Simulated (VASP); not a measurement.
Input of a VASP 6.6.1 run:

INCAR

```
SYSTEM = ScAl3
PREC = Accurate
ENCUT = 600
EDIFF = 1E-6
ISMEAR = 0
SIGMA = 0.1
LREAL = .False.
LASPH = .True.
NELM = 60
ALGO = Fast
ISIF = 3
LWAVE = .False.
LCHARG = .False.
GGA = PE
IBRION = 2
NSW = 100
EDIFFG = -0.01
```

The input KPOINTS:

```
Automatic mesh
0
Gamma
  12 12 10
  0 0 0
```

Contents of POSCAR:

```
ScAl3
1.0
    5.2446598943      0.0000000000      0.0000000000
   -2.6223299471      4.5420087026      0.0000000000
    0.0000000000      0.0000000000      5.0897211609
Sc Al
1 3
Direct
    0.0000000000      0.0000000000      0.0000000000
    0.1664959286      0.8335040714      0.5000000000
    0.1664959286      0.3329918572      0.5000000000
    0.6670081428      0.8335040714      0.5000000000
```

Potentials or basis: VASP PAW PBE potentials, release 64 (Sc_sv, Al).

The run is started by

```sh
$ cat potpaw_PBE.64/Sc_sv/POTCAR potpaw_PBE.64/Al/POTCAR > POTCAR
$ mpirun -np 1 vasp_std > vasp.out
```

What does it give for the band gap on the k mesh?

Zero (bands 10 and 11 overlap by 0.71 eV).

Final structure:
```yaml
crystal:
  lattice:
    - [5.24466, 0.00000, 0.00000]
    - [-2.62233, 4.54201, 0.00000]
    - [0.00000, 0.00000, 5.08972]
  atoms:
    - { symbol: Sc, position: [0.00000, 0.00000, 0.00000] }
    - { symbol: Al, position: [0.16650, 0.83350, 0.50000] }
    - { symbol: Al, position: [0.16650, 0.33299, 0.50000] }
    - { symbol: Al, position: [0.66701, 0.83350, 0.50000] }
```

Caveat: the relaxation stopped at its first step, so nothing moved.
